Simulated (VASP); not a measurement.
TiAl3: single point with PBEsol

TiAl3:

```
Ti Al
1.0
     4.00757    0.00000    0.00000
     0.00000    4.00757    0.00000
     0.00000    0.00000    4.06680
Ti Al
1 3
Direct
  0.00000 0.00000 0.00000
  0.50000 0.50000 0.00000
  0.50000 0.00000 0.50000
  0.00000 0.50000 0.50000
```

This cell differs from its parent crystal: strain +0.015 along x and y, +0.030 along z.

| Property | Result |
| --- | --- |
| Program | VASP 6.6.1 |
| Task | single point |
| Functional | PBEsol |
| Potentials or basis | VASP PAW PBE potentials, release 64 (Ti_sv, Al) |
| Cutoff | 520 eV |
| k mesh | 12 × 12 × 12 |
| Occupations | gaussian, width 0.15 eV |
| Spin | no spin polarisation |
| Dipole correction | no |
| Further INCAR settings | ALGO = Fast; EDIFF = 1e-07; NBANDS = 18 |

- Pressure: -5.8 GPa
- Band gap on the k mesh: zero (an odd number of electrons rules out a gap without spin polarisation)

Stress tensor (GPa, compression positive):
```
-5.27  0.00  0.00
 0.00 -5.27  0.00
 0.00  0.00 -6.82
```

Levels at points of the mesh, in eV from the Fermi level:
```
           k point  band 7  band 8  band 9  band 10  band 11  band 12  band 13  band 14
(0.00, 0.00, 0.00)   -2.93   -2.26   -2.05    -2.05     0.14     0.14     0.18     0.72
(0.50, 0.00, 0.00)   -2.25   -2.11   -2.08     0.37     0.57     0.76     0.87     0.90
(0.50, 0.50, 0.00)   -5.96   -4.88   -1.25    -1.25     0.51     0.83     1.01     1.09
(0.00, 0.00, 0.50)   -2.12   -2.12   -2.04     0.38     0.74     0.74     0.77     1.05
(0.50, 0.00, 0.50)   -6.02   -4.89   -1.19    -1.15     0.63     0.76     1.04     1.14
(0.50, 0.50, 0.50)   -5.04   -4.78   -3.45    -3.39    -3.39     0.09     1.08     1.14
```

It took 12 min on 1 thread of Intel Xeon 8259CL (shared host), peak memory 0.33 GiB.

Caveat: the cell differs from its parent crystal (strain +0.015 along x and y, +0.030 along z); the cell stands under tension; the PAW data sets were made with another functional, which shifts forces and pressure a little.
